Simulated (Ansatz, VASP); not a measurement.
Ti: VASP beside Ansatz

```xyz
4
Lattice="2.8000 0.0000 0.0000 -1.4000 2.4249 0.0000 0.0000 0.0000 9.1407" Properties=species:S:1:pos:R:3 pbc="T T T"
Ti    0.0000    0.0000    0.0000
Ti    0.0000    1.6166    2.2852
Ti    0.0000    0.0000    4.5704
Ti    1.4000    0.8083    6.8556
```

Alike in both runs: task single point; functional PBEsol; k mesh 9 × 9 × 2; occupations gaussian, width 0.1 eV; no spin polarisation.

|  | VASP | Ansatz |
| --- | --- | --- |
| version | VASP 6.6.1 | Ansatz 0.2.0 |
| potentials or method | VASP PAW PBE potentials, release 64 (Ti_sv), cutoff 520 eV | scalar-relativistic, plane waves, PAW |
| valence electrons in the cell | 48 | 48 |

VASP gave:

```
gap on the k mesh at the Fermi level (eV)                     : none
pressure (GPa)                                                : 10.3
traceless stress, the component that is largest in VASP (GPa) : -1.83
```

Problem. Estimate Ansatz's values.

Solution. gap on the k mesh at the Fermi level (eV): none; pressure (GPa): 10.7; traceless stress, the component that is largest in VASP (GPa): -1.86.

VASP's potentials were made for PBE, not for PBEsol. A gap of «none» marks a metal or a gap that the smearing closes.
